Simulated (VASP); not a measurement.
## Cu: relaxation of cell and atoms with LDA

The system is Cu.

```
Cu
1.0
     0.00000    1.80750    1.80750
     1.80750    0.00000    1.80750
     1.80750    1.80750    0.00000
Cu
1
Direct
  0.00000 0.00000 0.00000
```

| Quantity | Value |
| --- | --- |
| Program | VASP 6.6.1 |
| Task | relaxation of cell and atoms |
| Functional | LDA |
| Potentials or basis | VASP PAW LDA potentials, release 64 (Cu) |
| Cutoff | 600 eV |
| k mesh | 8 × 8 × 8 |
| Occupations | gaussian, width 0.05 eV |
| Spin | no spin polarisation |
| Dipole correction | no |
| Further INCAR settings | ALGO = Normal; EDIFF = 1e-07; IBRION = 2; EDIFFG = -0.01; NSW = 60; ISIF = 3 |

* Relaxed volume: 11.00 Å³/atom
* Relaxed cell: a = 2.497 Å, b = 2.497 Å, c = 2.497 Å, α = 60.00°, β = 60.00°, γ = 60.00°
* Space group after relaxing (to 0.05 Å): Fm-3m (No. 225)
* Energy gained by relaxing: 29.5 meV/atom
* Ionic steps: 3
* Pressure after relaxing: 0.0 GPa

The path:
```tsv
step	energy change (eV)	largest force (eV/Å)	pressure (GPa)	volume (Å³)
1	0.0000	0.0000	-10.83	11.81
2	-0.0153	0.0000	9.50	10.50
3	-0.0295	0.0000	-0.04	11.00
```

Final structure:
```cif
data_structure
_symmetry_space_group_name_H-M 'P 1'
_symmetry_Int_Tables_number 1
_cell_length_a 2.4965
_cell_length_b 2.4965
_cell_length_c 2.4965
_cell_angle_alpha 60.000
_cell_angle_beta 60.000
_cell_angle_gamma 60.000
_cell_volume 11.00
loop_
_atom_site_label
_atom_site_type_symbol
_atom_site_fract_x
_atom_site_fract_y
_atom_site_fract_z
_atom_site_occupancy
Cu1 Cu 0.00000 0.00000 0.00000 1
```

Levels at points of the mesh, in eV from the Fermi level:
```csv
k point,band 2,band 3,band 4,band 5,band 6,band 7,band 8,band 9
"(0.00, 0.00, 0.00)",-3.20,-3.20,-3.20,-2.27,-2.27,23.32,26.36,26.36
"(0.50, 0.00, 0.00)",-3.23,-3.23,-1.63,-1.63,-1.11,4.19,21.81,23.12
"(0.50, 0.50, 0.00)",-4.76,-1.65,-1.47,-1.47,1.52,7.71,13.65,13.65
```

Run time: 4.7 s on 1 thread of AMD EPYC 9R45 96-Core Processor (Zen 5) (shared host), peak memory 0.09 GiB.

Caveat: the k points lie up to 0.39 Å⁻¹ apart in the final cell. LDA usually gives volumes a few per cent too small.
